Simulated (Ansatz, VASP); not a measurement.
## Hf5C3: VASP beside Ansatz

```
Hf C
1.0
     5.29056    0.00000    0.00000
    -2.64528    4.58176    0.00000
     0.00000    0.00000    6.69155
Hf C
5 3
Direct
  0.33333 0.66667 0.70470
  0.33333 0.66667 0.29530
  0.83359 0.16641 0.00000
  0.83359 0.66718 0.00000
  0.33282 0.16641 0.00000
  0.66667 0.33333 0.60009
  0.66667 0.33333 0.39991
  0.33333 0.66667 0.00000
```

Alike in both runs: functional PBE; k mesh 4 × 4 × 3; occupations gaussian, width 0.2 eV; no spin polarisation.

Ansatz relaxed the structure, and its values are those at the end. VASP's run is a single point on that final structure, the one shown.

|  | VASP | Ansatz |
| --- | --- | --- |
| version | VASP 6.6.1 | Ansatz 0.2.0 |
| potentials or method | VASP PAW PBE potentials, release 64 (Hf_pv, C), cutoff 520 eV | scalar-relativistic, plane waves, PAW |
| valence electrons in the cell | 62 | 142 |

|  | VASP | Ansatz | Ansatz less VASP |
| --- | --- | --- | --- |
| gap on the k mesh at the Fermi level (eV) | none | none | - |
| pressure (GPa) | -0.3 | 0.0 | +0.34 |
| rms of the force components (eV/Å) | 0.013 | 0.025 | +0.0114 |

A gap of «none» marks a metal or a gap that the smearing closes. VASP's potentials hold 62 valence electrons a cell and Ansatz's 142, so a difference there can come from the potentials and not from the codes.

Neither program's run includes spin-orbit coupling.
